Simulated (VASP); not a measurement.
Runs of VASP 6.6.1 on Rh. The structure is that of space group I4/mmm (No. 139), or close to it. The cells are those of the table. 

| cell | further INCAR settings | gap on the mesh (eV) | pressure (GPa) |
| --- | --- | --- | --- |
| a = 2.795, b = 2.795, c = 2.531 Å, angles 63.1, 63.1, 53.8°, 1 atom | ALGO = Fast; EDIFF = 1e-06; NBANDS = 14 | none | 0.9 |
| a = 2.657, b = 2.657, c = 2.765 Å, angles 58.6, 58.6, 62.7°, 1 atom | ALGO = Fast; EDIFF = 1e-06; NBANDS = 14 | none | -4.3 |
| a = 2.738, b = 2.738, c = 2.605 Å, angles 61.6, 61.6, 56.8°, 1 atom | ALGO = Fast; EDIFF = 1e-06; NBANDS = 14 | none | (c) |
| a = 2.635, b = 2.635, c = 2.839 Å, angles 57.4, 57.4, 65.2°, 1 atom | ALGO = Fast; EDIFF = 1e-06; NBANDS = 14 | none | -1.9 |
| a = 2.858, b = 2.858, c = 2.464 Å, angles 64.5, 64.5, 51.1°, 1 atom | ALGO = Fast; EDIFF = 1e-06; NBANDS = 14 | none | 7.4 |
| a = 2.934, b = 2.934, c = 2.396 Å, angles 65.9, 65.9, 48.2°, 1 atom | ALGO = Fast; EDIFF = 1e-07; NBANDS = 14 | none | (a) |
| a = 2.618, b = 2.618, c = 3.104 Å, angles 53.6, 53.6, 72.7°, 1 atom | ALGO = Fast; EDIFF = 1e-06; NBANDS = 14 | none | (b) |
| a = 2.620, b = 2.620, c = 2.921 Å, angles 56.1, 56.1, 67.8°, 1 atom | ALGO = Fast; EDIFF = 1e-07; NBANDS = 14 | none | 1.0 |

Alike in all rows: task single point; level PBEsol; potentials or basis VASP PAW PBE potentials, release 64 (Rh_pv); no spin polarisation; k mesh 24 × 24 × 24; cutoff (eV) 520; smearing gaussian 0.15 eV.

Question: Estimate the missing entries.

Answer: (a) 17.9; (b) 1.6; (c) -3.5.

Caveats: the PAW data sets were made with another functional, which shifts forces and pressure a little; the stress differs along the axes, from -27 to 15 GPa (at least some runs); the stress differs along the axes, from -10 to 8 GPa (at least some runs); the stress differs along the axes, from -20 to 5 GPa (at least some runs); the stress differs along the axes, from -11 to 17 GPa (at least some runs); the stress differs along the axes, from -28 to 25 GPa (at least some runs); the stress differs along the axes, from -29 to 42 GPa (at least some runs).

A k mesh can miss the band edges, and the runs leave out spin-orbit coupling on Rh.

A gap of «none» marks levels without a gap at the run's occupations.
